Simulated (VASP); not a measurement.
Write the native input for VASP 6.6.1 that does the following.

```yaml
Task: single point
Functional: PBE
Potentials_or_basis: VASP PAW PBE potentials, release 64 (Sn_d, Te)
Cutoff: 520 eV
k_mesh: 10 × 10 × 10
Occupations: gaussian, width 0.03 eV
Spin: no spin polarisation
Dipole_correction: no
Further_INCAR_settings: ALGO = Normal; EDIFF = 1e-07; NBANDS = 17
```

The structure of SnTe lies in POSCAR:

```
SnTe
1.0
    0.0000000000      3.2061701262      3.2061701262
    3.2061701262      0.0000000000      3.2061701262
    3.2061701262      3.2061701262      0.0000000000
Sn Te
1 1
Direct
    0.0028694672     -0.0028694672     -0.0028694672
    0.4973304510      0.5026695490      0.5026695490
```

One way to write it, as run:

INCAR

```
PREC     = Accurate       # precision mode
ENCUT    = 520            # plane-wave cutoff, eV
EDIFF    = 1E-7           # SCF threshold, eV
ISMEAR   = 0              # smearing method
SIGMA    = 0.03           # smearing width, eV
LREAL    = False          # projectors in reciprocal space
LASPH    = True           # aspherical terms in the spheres
NELM     = 60             # most SCF steps
ALGO     = Normal         # electronic algorithm
ISIF     = 2              # what is computed and relaxed
LWAVE    = False          # write WAVECAR
LCHARG   = False          # write CHGCAR
GGA      = PE             # functional
NBANDS   = 17             # bands
```

KPOINTS

```
Automatic mesh
0
Gamma
  10 10 10
```

Potentials or basis: VASP PAW PBE potentials, release 64 (Sn_d, Te).

Launch:

```console
$ cat potpaw_PBE.64/Sn_d/POTCAR potpaw_PBE.64/Te/POTCAR > POTCAR
$ mpirun -np 1 vasp_std > vasp.out
```

It gave:

```
Pressure               : 0.0 GPa
Largest force          : 0.013 eV/Å
Band gap on the k mesh : 0.10 eV
```

Caveat: semilocal functionals underestimate gaps, and a narrow one can read as zero; spin-orbit coupling is left out, which moves the levels of the heavy elements.

Wall time 73 s on 1 thread of AMD EPYC 9R45 96-Core Processor (Zen 5), on a shared host, peak memory 0.25 GiB.
